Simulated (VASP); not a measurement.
# As (R-3m) in VASP: further runs

The runs below take As through relaxation of cell and atoms, with PBEsol.

All numbers are computed with VASP 6.6.1; they aren't measurements. Logs are shortened: lines on timing, memory, paths and dates and some standing lists are left out, and cuts for length are marked.

### 1 The cell of the first run

The structure is trigonal, space group R-3m (No. 166). Conventional cell: a = 3.762 Å, b = 3.762 Å, c = 10.542 Å, α = 90.00°, β = 90.00°, γ = 120.00°. Within 3.3 Å of As (site symmetry 3m) lie 6 As at 2.51 to 3.14 Å.

### 2 Relaxation of cell and atoms, PBEsol

File INCAR:

```
SYSTEM = As
ALGO = Normal ; EDIFF = 1E-6
EDIFFG = -0.01 ; ENCUT = 600
GGA = PS ; IBRION = 2
ISIF = 3 ; ISMEAR = -1
LASPH = .True. ; LCHARG = .False.
LREAL = .False. ; LWAVE = .False.
NELM = 60 ; NSW = 60
PREC = Accurate ; SIGMA = 0.05
```

File KPOINTS:

```
k-points
0
Gamma
  9 9 9
  0 0 0
```

File POSCAR:

```
As
1.0
    1.8807968987      1.0858785957      3.5140619945
   -1.8807968987      1.0858785957      3.5140619945
    0.0000000000     -2.1717571915      3.5140619945
As
2
Direct
    0.2260000000      0.2260000000      0.2260000000
    0.7740000000      0.7740000000      0.7740000000
```

Potentials or basis: VASP PAW PBE potentials, release 64 (As).

The run is started by

```
$ cat potpaw_PBE.64/As/POTCAR > POTCAR
$ mpirun -np 1 vasp_std > vasp.out
```

OUTCAR:

```text
SYSTEM = As
   EDIFF = 1E-6
   EDIFFG = -0.01
   ENCUT = 600
   GGA = PS
   IBRION = 2
   ISIF = 3
   ISMEAR = -1
   LASPH = .True.
   LREAL = .False.
   NELM = 60
   NSW = 60
   PREC = Accurate

 ion  position               nearest neighbor table
   1  0.226  0.226  0.226-   2 2.51   2 2.51   2 2.51
   2  0.774  0.774  0.774-   1 2.51   1 2.51   1 2.51

  LATTYP: Found a trigonal (rhomboedric) cell.
 ALAT       =     4.1310000000
 COS(alpha) =     0.5854247172

  Lattice vectors:

 A1 = (   1.8807968987,   1.0858785957,   3.5140619945)
 A2 = (  -1.8807968987,   1.0858785957,   3.5140619945)
 A3 = (   0.0000000000,  -2.1717571915,   3.5140619945)

Analysis of symmetry for initial positions (statically):
=====================================================================
 Subroutine PRICEL returns:
 Original cell was already a primitive cell.

 Routine SETGRP: Setting up the symmetry group for a
 trigonal (rhombohedral) supercell.

 Subroutine GETGRP returns: Found 12 space group operations
 (whereof 12 operations were pure point group operations)
 out of a pool of 12 trial point group operations.

The static configuration has the point symmetry D_3d.

Analysis of symmetry for dynamics (positions and initial velocities):
=====================================================================
 Subroutine PRICEL returns:
 Original cell was already a primitive cell.

 Routine SETGRP: Setting up the symmetry group for a
 trigonal (rhombohedral) supercell.

 Subroutine GETGRP returns: Found 12 space group operations
 (whereof 12 operations were pure point group operations)
 out of a pool of 12 trial point group operations.

The dynamic configuration has the point symmetry D_3d.

 Subroutine INISYM returns: Found 12 space group operations
 (whereof 12 operations are pure point group operations),
 and found     1 'primitive' translations

----------------------------------------------------------------------------------------

                                     Primitive cell

  volume of cell :      43.0610

  direct lattice vectors                    reciprocal lattice vectors
     1.880796899  1.085878596  3.514061995     0.265844760  0.153485544  0.094856987
    -1.880796899  1.085878596  3.514061995    -0.265844760  0.153485544  0.094856987
     0.000000000 -2.171757191  3.514061995     0.000000000 -0.306971087  0.094856987

  length of vectors
     4.131000000  4.131000000  4.131000000     0.321292852  0.321292852  0.321292852

  position of ions in fractional coordinates (direct lattice)
     0.226000000  0.226000000  0.226000000
     0.774000000  0.774000000  0.774000000

  ion indices of the primitive-cell ions
   primitive index   ion index
                 1           1
                 2           2

----------------------------------------------------------------------------------------

 KPOINTS: k-points

Automatic generation of k-mesh.
 Grid dimensions read from file:
 generate k-points for:    9    9    9

 Generating k-lattice:

  Cartesian coordinates                     Fractional coordinates (reciprocal lattice)
     0.029538307  0.017053949  0.010539665     0.111111111  0.000000000 -0.000000000
    -0.029538307  0.017053949  0.010539665     0.000000000  0.111111111 -0.000000000
     0.000000000 -0.034107899  0.010539665    -0.000000000 -0.000000000  0.111111111

  Length of vectors
     0.035699206  0.035699206  0.035699206

  Shift w.r.t. Gamma in fractional coordinates (k-lattice)
     0.000000000  0.000000000  0.000000000

 Subroutine IBZKPT returns following result:
 ===========================================

 Found     85 irreducible k-points:

 Following reciprocal coordinates:
            Coordinates               Weight
  0.000000  0.000000  0.000000      1.000000
  0.111111 -0.000000 -0.000000      6.000000
  0.222222 -0.000000 -0.000000      6.000000
  0.333333 -0.000000 -0.000000      6.000000
  0.444444 -0.000000 -0.000000      6.000000
  0.111111  0.111111 -0.000000      6.000000
[... 16 lines left out ...]
 -0.333333  0.333333  0.000000      6.000000
  0.444444  0.444444 -0.000000      6.000000
 [... further k-points ...]
   k-points           NKPTS =     85   k-points in BZ     NKDIM =     85   number of bands    NBANDS=      9
   number of dos      NEDOS =    301   number of ions     NIONS =      2
   total plane-waves  NPLWV =  46656
   dimension x,y,z NGX =    36 NGY =   36 NGZ =   36
   dimension x,y,z NGXF=    72 NGYF=   72 NGZF=   72
   ions per type =               2
   NGX,Y,Z   is equivalent  to a cutoff of  14.49, 14.49, 14.49 a.u.
   NGXF,Y,Z  is equivalent  to a cutoff of  28.98, 28.98, 28.98 a.u.
 SYSTEM =  As
   PREC   = accura    normal or accurate (medium, high low for compatibility)
   ISTART =      0    job   : 0-new  1-cont  2-samecut
   ICHARG =      2    charge: 1-file 2-atom 10-const
   ISPIN  =      1    spin polarized calculation?
   LNONCOLLINEAR =      F non collinear calculations
   LSORBIT =      F    spin-orbit coupling
   LASPH  =      T    aspherical Exc in radial PAW
   ENCUT  =  600.0 eV  44.10 Ry    6.64 a.u.   8.25  8.25  8.25*2*pi/ulx,y,z
   NELM   =     60;   NELMIN=  2; NELMDL= -5     # of ELM steps
   EDIFF  = 0.1E-05   stopping-criterion for ELM
   LREAL  =      F    real-space projection
   EDIFFG = -.1E-01   stopping-criterion for IOM
   NSW    =     60    number of steps for IOM
   IBRION =      2    ionic relax: 0-MD 1-quasi-New 2-CG
   NFREE  =      1    steps in history (QN), initial steepest desc. (CG)
   ISIF   =      3    stress and relaxation
   ISYM   =      2    0-nonsym 1-usesym 2-fastsym
   POTIM  = 0.5000    time-step for ionic-motion
   TEBEG  =    0.0;   TEEND  =   0.0 temperature during run
   PSTRESS=    0.0 pullay stress
   NELECT =      10.0000    total number of electrons
   NUPDOWN=      -1.0000    fix difference up-down
   EMIN   =  10.00;   EMAX   =-10.00  energy-range for DOS
   EFERMI =   0.00;   METHOD = LEGACY
   ISMEAR =    -1;   SIGMA  =   0.05  broadening in eV -4-tet -1-fermi 0-gaus
   EFERMI_NEDOS =   21; number of points for ismear=-14 and -15
   IALGO  =     38    algorithm
   IMIX   =      4    mixing-type and parameters
     AMIX     =   0.40;   BMIX     =  1.00
     AMIX_MAG =   1.60;   BMIX_MAG =  1.00
  volume/ion in A,a.u.               =      21.53       145.29
  Fermi-wavevector in a.u.,A,eV,Ry     =   1.006268  1.901570 13.776916  1.012575
  Thomas-Fermi vector in A             =   2.138999
   LORBIT       =      0    0 simple, 1 ext, 2 COOP (PROOUT), +10 PAW based schemes
   GGA     = PS    functional components
   LHFCALC =     F    Hartree Fock is set to
   AEXX    =    0.0000 exact exchange contribution
   IVDW    =     0    specifies the selected vdW correction
   LEPSILON=     F    determine dielectric tensor
   LRPA    =     F    only Hartree local field effects (RPA)
 conjugate gradient relaxation of ions
 non-spin polarized calculation
  energy-cutoff  :      600.00
  volume of cell :       43.06
 maximum number of plane-waves:      1461
 NGX is ok and might be reduce to    36
   NGX = 17   NGY = 17   NGZ = 17

--------------------------------------- Ionic step        1  -------------------------------------------

 number of electron      10.0000000 magnetization

 Free energy of the ion-electron system (eV)
  ---------------------------------------------------
  ext. energy  EPLUGINS =         0.00000000
  ---------------------------------------------------
  free energy    TOTEN  =       -10.20488266 eV

  energy without entropy =      -10.20334852  energy(sigma->0) =      -10.20411559

------------------------ aborting loop because EDIFF is reached ----------------------------------------

  FORCE on cell =-STRESS in cart. coord.  units (eV):
  Direction    XX          YY          ZZ          XY          YZ          ZX
  --------------------------------------------------------------------------------------
  -------------------------------------------------------------------------------------
  Total        0.2653645      0.2653645      0.0282156      0.0000000     -0.0000000      0.0000000
  in kB        9.8734641      9.8734641      1.0498210      0.0000000     -0.0000000      0.0000000
  external PRESSURE =       6.9322498 kB  Pullay stress =       0.0000000 kB
[... 89 lines left out ...]
  FREE ENERGIE OF THE ION-ELECTRON SYSTEM (eV)
  ---------------------------------------------------
  free  energy   TOTEN  =       -10.2136870438 eV

  energy  without entropy=      -10.2121428983  energy(sigma->0) =      -10.21291497

[... ionic steps 4 to 9 ...]

--------------------------------------- Ionic step       10  -------------------------------------------

 number of electron      10.0000000 magnetization

------------------------ aborting loop because EDIFF is reached ----------------------------------------

  FORCE on cell =-STRESS in cart. coord.  units (eV):
  Direction    XX          YY          ZZ          XY          YZ          ZX
  --------------------------------------------------------------------------------------
  -------------------------------------------------------------------------------------
  Total        0.0274277      0.0274277      0.0207376      0.0000000     -0.0000000      0.0000000
  in kB        1.0515344      1.0515344      0.7950465      0.0000000     -0.0000000      0.0000000
  external PRESSURE =       0.9660384 kB  Pullay stress =       0.0000000 kB
[... 57 lines left out ...]
  energy  without entropy=      -10.2253482111  energy(sigma->0) =      -10.22599470

--------------------------------------- Ionic step       12  -------------------------------------------

 number of electron      10.0000000 magnetization

 Free energy of the ion-electron system (eV)
  ---------------------------------------------------
  ext. energy  EPLUGINS =         0.00000000
  ---------------------------------------------------
  free energy    TOTEN  =       -10.22666868 eV

  energy without entropy =      -10.22536328  energy(sigma->0) =      -10.22601598

 E-fermi :   5.5688     XC(G=0): -10.2603

 val. band max:        5.5072647435   @ k =   0.3333   0.2222   0.2222
 cond. band min:       5.6045313626   @ k =   0.4444  -0.0000  -0.0000
 fundamental gap:      0.0972666191
 Fermi energy:         5.5687718421

 k-point     1 :       0.0000    0.0000    0.0000
  band No.  band energies     occupation
      1      -9.5221      2.00000
      2       0.0321      2.00000
      3       3.2486      2.00000
      4       3.5254      2.00000
      5       3.5254      2.00000
      6       7.7020      0.00000
      7       8.7243      0.00000
      8       8.7243      0.00000
      9      12.0284      0.00000
[... 265 lines left out ...]
 k-point    24 :       0.4444    0.4444   -0.0000
  band No.  band energies     occupation
      1      -6.8219      2.00000
      2      -3.7642      2.00000
      3      -0.5727      2.00000
      4       1.3287      2.00000
      5       1.3529      2.00000
      6       7.1829      0.00000
      7      11.2166      0.00000
      8      12.1938      0.00000
      9      12.8059      0.00000

 [... further k-points ...]
[... 5 lines left out ...]
  --------------------------------------------------------------------------------------
  -------------------------------------------------------------------------------------
  Total        0.0008457      0.0008457      0.0028150      0.0000000     -0.0000000      0.0000000
  in kB        0.0323902      0.0323902      0.1078120      0.0000000     -0.0000000      0.0000000
  external PRESSURE =       0.0575308 kB  Pullay stress =       0.0000000 kB
[... 17 lines left out ...]
  FREE ENERGIE OF THE ION-ELECTRON SYSTEM (eV)
  ---------------------------------------------------
  free  energy   TOTEN  =       -10.2266686768 eV

  energy  without entropy=      -10.2253632756  energy(sigma->0) =      -10.22601598

 reached required accuracy - stopping structural energy minimisation
```

Run time: 2.2 min. Hardware: 1 thread of AMD EPYC 9R45 (Zen 5), shared host; peak memory 0.19 GiB.

What came out:

* Free energy: -10.2267 eV
* Relaxed volume: 20.92 Å³/atom
* Relaxed cell: a = 4.012 Å, b = 4.012 Å, c = 4.012 Å, α = 56.38°, β = 56.38°, γ = 56.38°
* Space group after relaxing (to 0.05 Å): R-3m (No. 166)
* Energy gained by relaxing: 10.9 meV/atom
* Ionic steps: 12
* Pressure after relaxing: 0.0 GPa
* Band gap on the k mesh: 0.10 eV, indirect (least direct gap 0.60 eV)

Step by step:
```tsv
step	energy change (eV)	largest force (eV/Å)	pressure (GPa)	volume (Å³)
1	0.0000	0.4400	0.69	43.06
2	-0.0084	0.0064	-1.48	43.64
3	-0.0088	0.0735	-1.09	43.53
4	-0.0147	0.0219	-0.49	42.84
5	-0.0173	0.0348	0.32	42.02
6	-0.0209	0.0386	0.14	41.86
7	-0.0216	0.0408	0.04	41.75
8	-0.0216	0.0409	0.03	41.74
9	-0.0218	0.0000	0.08	41.79
10	-0.0218	0.0036	0.10	41.79
11	-0.0218	0.0041	-0.12	41.91
12	-0.0218	0.0009	0.01	41.83
```

Final structure:
```
As
1.0
     1.89514    1.09416    3.36242
    -1.89514    1.09416    3.36242
     0.00000   -2.18832    3.36242
As
2
Direct
  0.23034 0.23034 0.23034
  0.76966 0.76966 0.76966
```

Levels at points of the mesh, in eV from the valence-band top:
| k point | band 2 | band 3 | band 4 | band 5 | band 6 | band 7 | band 8 | band 9 |
| --- | --- | --- | --- | --- | --- | --- | --- | --- |
| (0.00, 0.00, 0.00) | -5.48 | -2.26 | -1.98 | -1.98 | 2.19 | 3.22 | 3.22 | 6.52 |

Caveat: the PAW data sets were made with another functional, which shifts forces and pressure a little. A k mesh can miss the band edges.

### 3 Relaxation of cell and atoms, PBEsol, target pressure 2 GPa, at which the enthalpy is minimised

File INCAR:

```
SYSTEM = As
PREC = Accurate
ENCUT = 600
EDIFF = 1E-6
ISMEAR = -1
SIGMA = 0.05
LREAL = .FALSE.
LASPH = .TRUE.
NELM = 60
ALGO = Normal
ISIF = 3
LWAVE = .FALSE.
LCHARG = .FALSE.
GGA = PS
IBRION = 2
NSW = 60
EDIFFG = -0.01
PSTRESS = 20.0
```

File KPOINTS:

```
Automatic mesh
0
G
  9 9 9
  0 0 0
```

POSCAR is that of step 2.

Potentials or basis: VASP PAW PBE potentials, release 64 (As).

The run is started by

```
$ cat potpaw_PBE.64/As/POTCAR > POTCAR
$ mpirun -np 1 vasp_std > vasp.out
```

It took 1.8 min on 1 thread of AMD EPYC 9R45 (Zen 5), shared host; peak memory 0.2 GiB.

Results (log left out):

- Free energy: -10.2181 eV
- Relaxed volume: 20.22 Å³/atom
- Relaxed cell: a = 3.946 Å, b = 3.946 Å, c = 3.946 Å, α = 57.00°, β = 57.00°, γ = 57.00°
- Space group after relaxing (to 0.05 Å): R-3m (No. 166)
- Energy change on relaxing (the enthalpy is what falls): -6.6 meV/atom
- Ionic steps: 10
- Pressure after relaxing: 2.0 GPa
- Largest force after relaxing: 0.008 eV/Å
- Band gap on the k mesh: 0.04 eV, indirect (least direct gap 0.58 eV)

Forces on the atoms (eV/Å):
```
As   0.000  0.000 -0.008
As   0.000  0.000  0.008
```

The path:
```
step  energy change (eV)  largest force (eV/Å)  pressure (GPa)  volume (Å³)
   1              0.0000                0.4400            0.69        43.06
   2             -0.0083                0.2492            1.59        41.98
   3             -0.0019                0.0746            2.77        40.75
   4             -0.0138                0.1305            1.30        40.97
   5             -0.0149                0.1755            0.95        41.02
   6             -0.0133                0.0689            1.76        40.48
   7             -0.0129                0.0615            1.82        40.44
   8             -0.0124                0.0212            2.10        40.39
   9             -0.0124                0.0202            2.11        40.39
  10             -0.0132                0.0084            2.03        40.45
```

Final structure:
```yaml
crystal:
  lattice:
    - [1.88293, 1.08711, 3.29333]
    - [-1.88293, 1.08711, 3.29333]
    - [0.00000, -2.17422, 3.29333]
  atoms:
    - { symbol: As, position: [0.23192, 0.23192, 0.23192] }
    - { symbol: As, position: [0.76808, 0.76808, 0.76808] }
```

Levels at points of the mesh, in eV from the valence-band top:
| k point | band 2 | band 3 | band 4 | band 5 | band 6 | band 7 | band 8 | band 9 |
| --- | --- | --- | --- | --- | --- | --- | --- | --- |
| (0.00, 0.00, 0.00) | -5.32 | -2.35 | -2.11 | -2.11 | 2.35 | 3.29 | 3.29 | 6.32 |

Caveat: the cell is relaxed towards a set pressure, so the enthalpy falls and the energy may rise; the PAW data sets were made with another functional, which shifts forces and pressure a little. A k mesh can miss the band edges.
